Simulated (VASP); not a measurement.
Set up this calculation in VASP 6.6.1, as the native input.

* Task: single point
* Functional: PBEsol
* Potentials or basis: VASP PAW PBE potentials, release 64 (Ga_d)
* Cutoff: 520 eV
* k mesh: 24 × 24 × 24
* Occupations: gaussian, width 0.15 eV
* Spin: no spin polarisation
* Dipole correction: no
* Further INCAR settings: ALGO = Fast; EDIFF = 1e-06; NBANDS = 12

The structure of Ga lies in POSCAR:

```
Ga
1.0
   -1.4040000000      1.4040000000      2.3181600000
    1.4040000000     -1.4040000000      2.3181600000
    1.4040000000      1.4040000000     -2.3181600000
Ga
1
Direct
    0.0000000000      0.0000000000      0.0000000000
```

This cell differs from its parent crystal: strain +0.0400 x Voigt [0, 0, 1, 0, 0, 0].

One way to write it, as run:

INCAR

```
ALGO = Fast
EDIFF = 1E-6
ENCUT = 520
GGA = PS
ISIF = 2
ISMEAR = 0
LASPH = True
LCHARG = False
LREAL = False
LWAVE = False
NBANDS = 12
NELM = 60
PREC = Accurate
SIGMA = 0.15
```

KPOINTS

```
k-points
0
Gamma
  24 24 24
```

Potentials or basis: VASP PAW PBE potentials, release 64 (Ga_d).

The run is started by

```bash
$ cat potpaw_PBE.64/Ga_d/POTCAR > POTCAR
$ mpirun -np 1 vasp_std > vasp.out
```

Results of the run:

The pressure is -1.6 GPa. The band gap on the k mesh is zero (an odd number of electrons rules out a gap without spin polarisation).

Caveat: the cell differs from its parent crystal (strain +0.0400 x Voigt [0, 0, 1, 0, 0, 0]); the PAW data sets were made with another functional, which shifts forces and pressure a little.

Wall time 5 min on 1 thread of Intel Xeon 8259CL, with other jobs on the host, peak memory 0.33 GiB.
